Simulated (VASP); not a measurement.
The system is Na2AlGeP3O12.

```xyz
38
Lattice="7.3632 -4.2128 0.0000 7.3632 4.2128 0.0000 -4.8840 0.0000 7.1975" Properties=species:S:1:pos:R:3 pbc="T T T"
Na    3.7131    0.9553    5.3906
Na    6.1551   -0.9553    1.7918
Na    8.6049   -2.1093    3.5732
Na    6.1629    2.1093    7.1719
Al    8.6225   -2.1281    0.4406
Al    6.1805    2.1281    4.0393
Ge    1.2200    2.1351    6.7888
Ge    3.6620   -2.1351    3.1901
P     5.8411   -0.9095    5.4115
P     3.7103    3.9101    5.4250
P     1.5429   -0.9276    5.4341
P     6.1523   -3.9101    1.8263
P     8.2831    0.9095    1.8128
P     3.9849    0.9276    1.8353
O     4.9147   -1.1020    6.6068
O    -3.4222    0.5547    6.6447
O     2.1929   -1.5115    6.6875
O    -0.9802   -0.5547    3.0460
O     7.3567    1.1020    3.0080
O     4.6349    1.5115    3.0887
O     4.9340    1.0341    0.5820
O    13.1999   -0.5115    0.5391
O     7.7000    1.5495    0.5005
O    10.7579    0.5115    4.1379
O     2.4920   -1.0341    4.1808
O     5.2580   -1.5495    4.0992
O     2.6181    1.5412    1.6396
O     7.3661   -2.9823    1.6477
O     8.4078   -0.6168    1.6335
O     4.9241    2.9823    5.2464
O     0.1761   -1.5412    5.2383
O     5.9658    0.6168    5.2322
O     7.2402   -1.5611    5.5436
O     2.4462    2.9779    5.5378
O     1.4472    0.6443    5.5473
O     4.8882   -2.9779    1.9390
O     9.6822    1.5611    1.9448
O     3.8892   -0.6443    1.9486
```

Base run:

* Program: VASP 6.6.1
* Functional: PBE
* Potentials or basis: VASP PAW PBE potentials, release 64 (Na_pv, Al, Ge_d, P, O)
* Cutoff: 520 eV
* k mesh: 3 × 3 × 3
* Occupations: fermi-dirac, width 0.02 eV
* Spin: no spin polarisation

Its results: band gap on the k mesh 2.94 eV; pressure 0.4 GPa; largest force 0.334 eV/Å.

Question: The run is repeated on the same cell with these changes: functional from PBE to r2SCAN. What comes out?

Answer: Band gap on the k mesh 3.63 eV; pressure -6.2 GPa; largest force 0.647 eV/Å.

Caveats: the cell stands under tension (at least some runs); the PAW data sets were made with another functional, which shifts forces and pressure a little (at least some runs).

